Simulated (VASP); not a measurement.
# Al2O3 (R-3c) in VASP: further runs

Runs on Al2O3. Level: r2SCAN. Tasks: single point.

All numbers are computed with VASP 6.6.1; they aren't measurements. Logs are shortened: lines on timing, memory, paths and dates and some standing lists are left out, and cuts for length are marked.

## Step 1: The cell of the first run

The structure is trigonal, space group R-3c (No. 167). Conventional cell: a = 4.878 Å, b = 4.878 Å, c = 13.645 Å, α = 90.00°, β = 90.00°, γ = 120.00°. Al (site symmetry 3) has 6 O at 1.91 to 2.04 Å within 2.5 Å. Within 2.6 Å of O (site symmetry 2) lie 4 Al at 1.91 to 2.04 Å and 2 O at 2.59 Å.

## Step 2: Single point, r2SCAN (strain +0.025 along x and y, +0.050 along z)

POSCAR reads:

```
Al2O3
1.0
    2.4390607379      1.4081923736      4.5482176037
   -2.4390607379      1.4081923736      4.5482176037
    0.0000000000     -2.8163847472      4.5482176036
Al O
4 6
Direct
    0.8519165699      0.8519165699      0.8519165699
    0.6480834301      0.6480834301      0.6480834301
    0.1480834301      0.1480834301      0.1480834301
    0.3519165699      0.3519165699      0.3519165699
    0.0563854984      0.4436145016      0.7500000000
    0.7500000000      0.0563854984      0.4436145016
    0.4436145016      0.7500000000      0.0563854984
    0.9436145016      0.5563854984      0.2500000000
    0.2500000000      0.9436145016      0.5563854984
    0.5563854984      0.2500000000      0.9436145016
```

INCAR.step1 reads:

```
PREC = Accurate
ENCUT = 520
ISMEAR = 0
SIGMA = 0.05
LREAL = False
LASPH = True
NELM = 80
NBANDS = 35
GGA = PE
ALGO = Normal
EDIFF = 1E-4
LWAVE = True
LCHARG = False
```

INCAR.step2 reads:

```
PREC = Accurate
ENCUT = 520
EDIFF = 1E-6
ISMEAR = 0
SIGMA = 0.05
LREAL = False
LASPH = True
NELM = 80
ALGO = Normal
ISIF = 2
LWAVE = False
LCHARG = False
METAGGA = R2SCAN
LMIXTAU = True
NBANDS = 35
ISTART = 1
```

KPOINTS reads:

```
regular mesh
0
Gamma
  6 6 6
```

Potentials or basis: VASP PAW PBE potentials, release 64 (Al, O).

Command:

```
> cat potpaw_PBE.64/Al/POTCAR potpaw_PBE.64/O/POTCAR > POTCAR
> cp INCAR.step1 INCAR
> mpirun -np 1 vasp_std > vasp.out
> cp INCAR.step2 INCAR
> mpirun -np 1 vasp_std > vasp.out
```

OUTCAR:

```text
PREC = Accurate
   ENCUT = 520
   EDIFF = 1E-6
   ISMEAR = 0
   LREAL = False
   LASPH = True
   NELM = 80
   ISIF = 2
   METAGGA = R2SCAN
   ISTART = 1

 ion  position               nearest neighbor table
   1  0.852  0.852  0.852-   8 1.91  10 1.91   9 1.91   6 2.04   5 2.04   7 2.04   2 2.78   3 2.86
                             3 2.86   3 2.86   2 3.32   2 3.32   2 3.32
   2  0.648  0.648  0.648-   8 1.91   9 1.91  10 1.91   7 2.04   5 2.04   6 2.04   1 2.78   4 2.86
                             4 2.86   4 2.86   1 3.32   1 3.32   1 3.32
   3  0.148  0.148  0.148-   5 1.91   7 1.91   6 1.91   9 2.04   8 2.04  10 2.04   4 2.78   1 2.86
                             1 2.86   1 2.86   4 3.32   4 3.32   4 3.32
   4  0.352  0.352  0.352-   5 1.91   6 1.91   7 1.91  10 2.04   8 2.04   9 2.04   3 2.78   2 2.86
                             2 2.86   2 2.86   3 3.32   3 3.32   3 3.32
   5  0.056  0.444  0.750-   3 1.91   4 1.91   1 2.04   2 2.04
   6  0.750  0.056  0.444-   4 1.91   3 1.91   1 2.04   2 2.04
   7  0.444  0.750  0.056-   3 1.91   4 1.91   2 2.04   1 2.04
   8  0.944  0.556  0.250-   1 1.91   2 1.91   3 2.04   4 2.04
   9  0.250  0.944  0.556-   2 1.91   1 1.91   3 2.04   4 2.04
  10  0.556  0.250  0.944-   1 1.91   2 1.91   4 2.04   3 2.04

  LATTYP: Found a trigonal (rhomboedric) cell.
 ALAT       =     5.3496080618
 COS(alpha) =     0.5842509199

  Lattice vectors:

 A1 = (   2.4390607379,   1.4081923736,   4.5482176037)
 A2 = (  -2.4390607379,   1.4081923736,   4.5482176037)
 A3 = (   0.0000000000,  -2.8163847472,   4.5482176036)

Analysis of symmetry for initial positions (statically):
=====================================================================
 Subroutine PRICEL returns:
 Original cell was already a primitive cell.

 Routine SETGRP: Setting up the symmetry group for a
 trigonal (rhombohedral) supercell.

 Subroutine GETGRP returns: Found 12 space group operations
 (whereof  6 operations were pure point group operations)
 out of a pool of 12 trial point group operations.

The static configuration has the point symmetry S_6 .
 The point group associated with its full space group is D_3d.

Analysis of symmetry for dynamics (positions and initial velocities):
=====================================================================
 Subroutine PRICEL returns:
 Original cell was already a primitive cell.

 Routine SETGRP: Setting up the symmetry group for a
 trigonal (rhombohedral) supercell.

 Subroutine GETGRP returns: Found 12 space group operations
 (whereof  6 operations were pure point group operations)
[... 128 lines left out ...]
   TEBEG  =    0.0;   TEEND  =   0.0 temperature during run
   PSTRESS=    0.0 pullay stress
   NELECT =      48.0000    total number of electrons
   NUPDOWN=      -1.0000    fix difference up-down
   EMIN   =  10.00;   EMAX   =-10.00  energy-range for DOS
   EFERMI =   0.00;   METHOD = LEGACY
   ISMEAR =     0;   SIGMA  =   0.05  broadening in eV -4-tet -1-fermi 0-gaus
   EFERMI_NEDOS =   21; number of points for ismear=-14 and -15
   IALGO  =     38    algorithm
   IMIX   =      4    mixing-type and parameters
     AMIX     =   0.40;   BMIX     =  1.00
     AMIX_MAG =   1.60;   BMIX_MAG =  1.00
  volume/ion in A,a.u.               =       9.37        63.25
  Fermi-wavevector in a.u.,A,eV,Ry     =   1.309774  2.475113 23.340886  1.715507
  Thomas-Fermi vector in A             =   2.440349
   LORBIT       =      0    0 simple, 1 ext, 2 COOP (PROOUT), +10 PAW based schemes
   METAGGA = R2SCAN    functional components
   LHFCALC =     F    Hartree Fock is set to
   AEXX    =    0.0000 exact exchange contribution
   IVDW    =     0    specifies the selected vdW correction
   LEPSILON=     F    determine dielectric tensor
   LRPA    =     F    only Hartree local field effects (RPA)
 non-spin polarized calculation
 Gauss-broadening in eV      SIGMA  =   0.05
  energy-cutoff  :      520.00
  volume of cell :       93.73
 maximum number of plane-waves:      2536
   NGX = 19   NGY = 19   NGZ = 19

 number of electron      47.9999986 magnetization

 Free energy of the ion-electron system (eV)
  ---------------------------------------------------
  ext. energy  EPLUGINS =         0.00000000
  ---------------------------------------------------
  free energy    TOTEN  =       -95.60596313 eV

  energy without entropy =      -95.60596313  energy(sigma->0) =      -95.60596313

 E-fermi :   4.9985     XC(G=0): -11.7273

 val. band max:        4.7262080432   @ k =   0.0000   0.0000   0.0000
 cond. band min:      10.6091127853   @ k =   0.0000   0.0000   0.0000
 fundamental gap:      5.8829047421
 Fermi energy:         4.9984939771

 k-point     1 :       0.0000    0.0000    0.0000
  band No.  band energies     occupation
      1     -14.8053      2.00000
      2     -12.9560      2.00000
      3     -12.6220      2.00000
      4     -12.6220      2.00000
      5     -12.3653      2.00000
      6     -12.3653      2.00000
[... 901 lines left out ...]
     34      18.4713      0.00000
     35      18.5659      0.00000

 [... further k-points ...]

------------------------ aborting loop because EDIFF is reached ----------------------------------------

  FORCE on cell =-STRESS in cart. coord.  units (eV):
  Direction    XX          YY          ZZ          XY          YZ          ZX
  --------------------------------------------------------------------------------------
  -------------------------------------------------------------------------------------
  Total      -10.8091507    -10.8091507    -15.3534934     -0.0000000     -0.0000000      0.0000000
  in kB     -184.7672807   -184.7672807   -262.4464496     -0.0000000     -0.0000000      0.0000000
  external PRESSURE =    -210.6603370 kB  Pullay stress =       0.0000000 kB

 VOLUME and BASIS-vectors are now :
 -----------------------------------------------------------------------------
  energy-cutoff  :      520.00
  volume of cell :       93.73
      direct lattice vectors                 reciprocal lattice vectors
     2.439060738  1.408192374  4.548217604     0.204996945  0.118355041  0.073288783
    -2.439060738  1.408192374  4.548217604    -0.204996945  0.118355041  0.073288783
     0.000000000 -2.816384747  4.548217604     0.000000000 -0.236710083  0.073288783

 POSITION                                       TOTAL-FORCE (eV/Angst)
 -----------------------------------------------------------------------------------
      0.00000      0.00000     11.62411         0.000000      0.000000     -0.061853
      0.00000      0.00000      8.84287         0.000000      0.000000      0.061853
      0.00000      0.00000      2.02055         0.000000     -0.000000      0.061853
      0.00000      0.00000      4.80178         0.000000      0.000000     -0.061853
     -0.94448     -1.40819      5.68527        -0.043355     -0.000000     -0.000000
      1.69177     -0.11384      5.68527         0.021677     -0.037546     -0.000000
     -0.74729      1.52204      5.68527         0.021677      0.037546      0.000000
      0.94448      1.40819      7.95938         0.043355     -0.000000     -0.000000
     -1.69177      0.11384      7.95938        -0.021677      0.037546      0.000000
      0.74729     -1.52204      7.95938        -0.021677     -0.037546     -0.000000
 -----------------------------------------------------------------------------------
    total drift:                               -0.000000      0.000000      0.000000

  FREE ENERGIE OF THE ION-ELECTRON SYSTEM (eV)
  ---------------------------------------------------
  free  energy   TOTEN  =       -95.6059631285 eV

  energy  without entropy=      -95.6059631285  energy(sigma->0) =      -95.60596313
```

OUTCAR.step1:

```text
PREC = Accurate
   ENCUT = 520
   ISMEAR = 0
   LREAL = False
   LASPH = True
[... 1170 lines left out ...]
     -0.74729      1.52204      5.68527         0.009243      0.016009      0.000000
      0.94448      1.40819      7.95938         0.018486      0.000000     -0.000000
     -1.69177      0.11384      7.95938        -0.009243      0.016009      0.000000
      0.74729     -1.52204      7.95938        -0.009243     -0.016009     -0.000000
 -----------------------------------------------------------------------------------
    total drift:                               -0.000000      0.000000      0.000000

  FREE ENERGIE OF THE ION-ELECTRON SYSTEM (eV)
  ---------------------------------------------------
  free  energy   TOTEN  =       -74.5076082434 eV

  energy  without entropy=      -74.5076082434  energy(sigma->0) =      -74.50760824
```

OSZICAR.step1:

```text
N       E                     dE             d eps       ncg     rms          rms(c)
DAV:   1     0.223713418704E+03    0.22371E+03   -0.24769E+04  2240   0.129E+03
DAV:   2    -0.685429976001E+02   -0.29226E+03   -0.28211E+03  2884   0.280E+02
DAV:   3    -0.822302754926E+02   -0.13687E+02   -0.13634E+02  2893   0.619E+01
DAV:   4    -0.823428798206E+02   -0.11260E+00   -0.11252E+00  2776   0.648E+00
DAV:   5    -0.823443264476E+02   -0.14466E-02   -0.14462E-02  2837   0.728E-01    0.170E+01
DAV:   6    -0.744410696878E+02    0.79033E+01   -0.29258E+01  2714   0.282E+01    0.579E+00
DAV:   7    -0.744901181438E+02   -0.49048E-01   -0.79001E-01  2703   0.443E+00    0.325E+00
DAV:   8    -0.745032379559E+02   -0.13120E-01   -0.99309E-02  2679   0.241E+00    0.665E-01
DAV:   9    -0.745068654553E+02   -0.36275E-02   -0.20642E-02  2909   0.754E-01    0.309E-01
DAV:  10    -0.745076724197E+02   -0.80696E-03   -0.11035E-03  2533   0.192E-01    0.750E-02
DAV:  11    -0.745076082434E+02    0.64176E-04   -0.42606E-04  2781   0.115E-01
   1 F= -.74507608E+02 E0= -.74507608E+02  d E =-.118168E-11
```

Run time: 3.1 min. Hardware: 1 thread of Intel Xeon 6975P-C (Granite Rapids), shared host; peak memory 0.29 GiB.

What came out:

* Free energy: -95.6060 eV
* Pressure: -21.1 GPa
* Largest force: 0.062 eV/Å
* Band gap on the k mesh: 5.88 eV

Forces on the atoms (eV/Å):
```
Al   0.000  0.000 -0.062
Al   0.000  0.000  0.062
Al   0.000  0.000  0.062
Al   0.000  0.000 -0.062
O   -0.043  0.000  0.000
O    0.022 -0.038  0.000
O    0.022  0.038  0.000
O    0.043  0.000  0.000
O   -0.022  0.038  0.000
O   -0.022 -0.038  0.000
```

Stress tensor (GPa, compression positive):
```
-18.48   0.00   0.00
  0.00 -18.48   0.00
  0.00   0.00 -26.24
```

Caveat: the cell differs from its parent crystal (strain +0.025 along x and y, +0.050 along z); the cell stands under tension; the PAW data sets were made with another functional, which shifts forces and pressure a little.

(Part 1 of 2 ends here.)
